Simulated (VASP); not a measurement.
Here is a VASP 6.6.1 calculation.

Contents of INCAR:

```
SYSTEM = Rh
  PREC = Accurate
  ENCUT = 520
  EDIFF = 1E-6
  ISMEAR = -1
  SIGMA = 0.1
  LREAL = .FALSE.
  LASPH = .TRUE.
  NELM = 60
  ALGO = Normal
  ISIF = 2
  LWAVE = .FALSE.
  LCHARG = .FALSE.
  GGA = CA
  NBANDS = 38
```

File KPOINTS:

```
regular mesh
0
G
  13 13 4
  0 0 0
```

POSCAR

```
Rh
1.0
    2.6578759409      0.0000000000      0.0000000000
   -1.3289379704      2.3017880849      0.0000000000
    0.0000000000      0.0000000000      8.6710443316
Rh
4
Direct
    0.0000000000      0.0000000000      1.0000000000
    0.0000000000      0.0000000000      0.5000000000
    0.3333333333      0.6666666667      0.2500000000
    0.6666666667      0.3333333333      0.7500000000
```

Potentials or basis: VASP PAW LDA potentials, release 64 (Rh_pv).

Run with:

```sh
$ cat potpaw_LDA.64/Rh_pv/POTCAR > POTCAR
$ mpirun -np 1 vasp_std > vasp.out
```

(1) What does it give for the band gap on the k mesh?

(2) Predict the pressure.

Answers

(1) zero (band 30 reaches 13.08 eV, above the bottom of band 31 at 11.17 eV).

(2) 0.9 GPa.
